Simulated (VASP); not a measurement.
Write the native input for VASP 6.6.1 that does the following.

```
Task                   : relaxation of the atoms
Functional             : PBE
Dispersion             : D3(BJ)
Potentials or basis    : VASP PAW PBE potentials, release 64 (Te, Pt)
Cutoff                 : 450 eV
k mesh                 : 12 × 12 × 8
Occupations            : gaussian, width 0.1 eV
Spin                   : no spin polarisation
Dipole correction      : no
Further INCAR settings : ALGO = Normal; EDIFF = 1e-07; IBRION = 2; EDIFFG = -0.008; NSW = 60
```

The structure of Te2Pt lies in POSCAR:

```
Te2Pt
1.0
    4.1344082324      0.0000000000      0.0000000000
   -2.0672041162      3.5805025589      0.0000000000
    0.0000000000      0.0000000000      5.1927820982
Te Pt
2 1
Direct
    0.3333333333      0.6666666667      0.2670610889
    0.6666666667      0.3333333333      0.7329389111
    0.0000000000      0.0000000000      0.0000000000
```

This cell differs from its parent crystal: equal strain along all axes, cell held: +2.0 %.

These files were run (other wordings do the same):

INCAR

```
PREC = Accurate
ENCUT = 450
EDIFF = 1E-7
ISMEAR = 0
SIGMA = 0.1
LREAL = F
LASPH = T
NELM = 120
ALGO = Normal
ISIF = 2
LWAVE = F
LCHARG = F
GGA = PE
IVDW = 12
IBRION = 2
NSW = 60
EDIFFG = -0.008
GGA_COMPAT = F
NELMIN = 4
```

KPOINTS

```
Automatic mesh
0
Gamma
  12 12 8
```

Potentials or basis: VASP PAW PBE potentials, release 64 (Te, Pt).

The run is started by

```sh
$ cat potpaw_PBE.64/Te/POTCAR potpaw_PBE.64/Pt/POTCAR > POTCAR
$ mpirun -np 1 vasp_std > vasp.out
```

It gave:

```json
{
  "Energy gained by relaxing": "7.9 meV/atom",
  "Ionic steps": "3",
  "Pressure after relaxing": "-4.0 GPa",
  "Band gap on the k mesh": "zero (bands 11 and 12 overlap by 1.15 eV)",
  "Dispersion energy per atom": "-0.532 eV"
}
```

Caveat: the cell differs from its parent crystal (equal strain along all axes, cell held: +2.0 %); spin-orbit coupling is left out, which moves the levels of the heavy elements.

It took 3.8 min on 1 thread of Oxide Virtual Turin-like Processor, with other jobs on the host, peak memory 0.25 GiB.
